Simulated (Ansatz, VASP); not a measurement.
# Cu in VASP and in Ansatz

File POSCAR:

```
Cu
1.0
   -1.4067234870      1.4067234870      1.3072773775
    1.4067234870     -1.4067234870      1.3072773775
    1.4067234870      1.4067234870     -1.3072773775
Cu
1
Direct
    0.0000000000      0.0000000000      0.0000000000
```

File INCAR.step1:

```
SYSTEM = Cu
PREC = Accurate
ENCUT = 520
ISMEAR = 0
SIGMA = 0.15
LREAL = .FALSE.
LASPH = .TRUE.
NELM = 100
NBANDS = 12
GGA = PE
ALGO = Normal
EDIFF = 1E-4
LWAVE = .TRUE.
LCHARG = .FALSE.
```

The input INCAR.step2:

```
SYSTEM = Cu
PREC = Accurate
ENCUT = 520
EDIFF = 1E-7
ISMEAR = 0
SIGMA = 0.15
LREAL = .FALSE.
LASPH = .TRUE.
NELM = 100
ALGO = Normal
ISIF = 2
LWAVE = .FALSE.
LCHARG = .TRUE.
METAGGA = R2SCAN
LMIXTAU = .TRUE.
LELF = .TRUE.
LVHAR = .TRUE.
NBANDS = 12
ISTART = 1
```

The input KPOINTS:

```
regular mesh
0
G
  24 24 24
  0 0 0
```

Input for Ansatz:

```yaml
crystal:
  lattice:
    - [-1.406723487, 1.406723487, 1.3072773775]
    - [1.406723487, -1.406723487, 1.3072773775]
    - [1.406723487, 1.406723487, -1.3072773775]
  atoms:
    - { symbol: Cu, position: [0.0, 0.0, 0.0] }
basis:
  ecutwfc: 500
kpoints:
  mp_grid: { grid: [24, 24, 24] }
hamiltonian:
  xc: r2scan
scf:
  occupations: { method: gaussian, width: 0.15 }
output:
  forces: true
  stress: true
  eigenvalues: true
```

Change from the starting cell: strain -0.025 along x and y, -0.050 along z, atoms carried along.

Alike in both runs: task single point; functional r2SCAN; k mesh 24 × 24 × 24; occupations gaussian, width 0.15 eV; no spin polarisation.

```csv
,VASP,Ansatz
version,VASP 6.6.1,Ansatz 0.2.0
potentials or method,"VASP PAW PBE potentials, release 64 (Cu), cutoff 520 eV","scalar-relativistic, plane waves, PAW"
valence electrons in the cell,11,19
```

Ansatz gave:

| Item | Value |
| --- | --- |
| gap on the k mesh at the Fermi level (eV) | none |
| pressure (GPa) | 21.8 |
| traceless stress, the component that is largest in VASP (GPa) | 1.01 |

Problem. Estimate VASP's values.

Solution. gap on the k mesh at the Fermi level (eV): none; pressure (GPa): 22.6; traceless stress, the component that is largest in VASP (GPa): 1.06.

VASP's potentials were made for PBE, not for r2SCAN. A gap of «none» marks a metal or a gap that the smearing closes. VASP's potentials hold 11 valence electrons a cell and Ansatz's 19, so a difference there can come from the potentials and not from the codes.
